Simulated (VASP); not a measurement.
Here is a VASP 6.6.1 calculation.

File INCAR:

```
SYSTEM = SiO2
  PREC = Accurate
  ENCUT = 520
  EDIFF = 1E-6
  ISMEAR = 0
  SIGMA = 0.01
  LREAL = .FALSE.
  LASPH = .TRUE.
  NELM = 80
  ALGO = Normal
  ISIF = 2
  LWAVE = .FALSE.
  LCHARG = .FALSE.
  NBANDS = 25
```

The input KPOINTS:

```
Automatic mesh
0
G
  6 6 6
  0 0 0
```

Contents of POSCAR:

```
SiO2
1.0
   -2.4155264871      2.4155264871      3.8094105717
    2.4155264871     -2.4155264871      3.8094105717
    2.4155264871      2.4155264871     -3.8094105717
Si O
2 4
Direct
    0.0000000000      0.0000000000      0.0000000000
    0.7500000000      0.2500000000      0.5000000000
    0.9983800000      0.6250000000      0.8733800000
    0.3750000000      0.2483800000      0.3733800000
    0.7516200000      0.1250000000      0.1266200000
    0.8750000000      0.0016200000      0.6266200000
```

Potentials or basis: VASP PAW LDA potentials, release 64 (Si, O).

The run is started by

```sh
$ cat potpaw_LDA.64/Si/POTCAR potpaw_LDA.64/O/POTCAR > POTCAR
$ mpirun -np 1 vasp_std > vasp.out
```

Task: What does it give for the pressure?

Result: -10.0 GPa.

Task: Predict the largest force.

Result: 0.860 eV/Å.

Task: Estimate the band gap on the k mesh.

Result: 5.47 eV, direct.

Stress tensor (GPa, compression positive):
```
 -9.31   0.00   0.00
  0.00  -9.31   0.00
  0.00   0.00 -11.47
```

A k mesh can miss the band edges. A hybrid or GW would open this gap; LDA tends to underestimate it.
